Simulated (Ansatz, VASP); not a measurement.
**GaN in VASP and in Ansatz**

```xyz
2
Lattice="0.0000 2.2742 2.2742 2.2742 0.0000 2.2742 2.2742 2.2742 0.0000" Properties=species:S:1:pos:R:3 pbc="T T T"
Ga    0.0000    0.0000    0.0000
N     3.4114    3.4114    3.4114
```

Alike in both runs: functional PBE; k mesh 10 × 10 × 10; no spin polarisation.

Ansatz relaxed the structure, and its values are those at the end. VASP's run is a single point on that final structure, the one shown.

|  | VASP | Ansatz |
| --- | --- | --- |
| version | VASP 6.6.1 | Ansatz 0.2.0 |
| potentials or method | VASP PAW PBE potentials, release 64 (Ga_d, N), cutoff 520 eV | scalar-relativistic, plane waves, PAW |
| occupations | gaussian, width 0.01 eV | fixed |
| valence electrons in the cell | 18 | 18 |

Ansatz gave:

* gap on the k mesh at the Fermi level (eV): 1.54
* least direct gap on the mesh (eV): 1.54
* pressure (GPa): 0.0

Q: Which values does VASP return?

A: gap on the k mesh at the Fermi level (eV): 1.55; least direct gap on the mesh (eV): 1.55; pressure (GPa): 0.1.
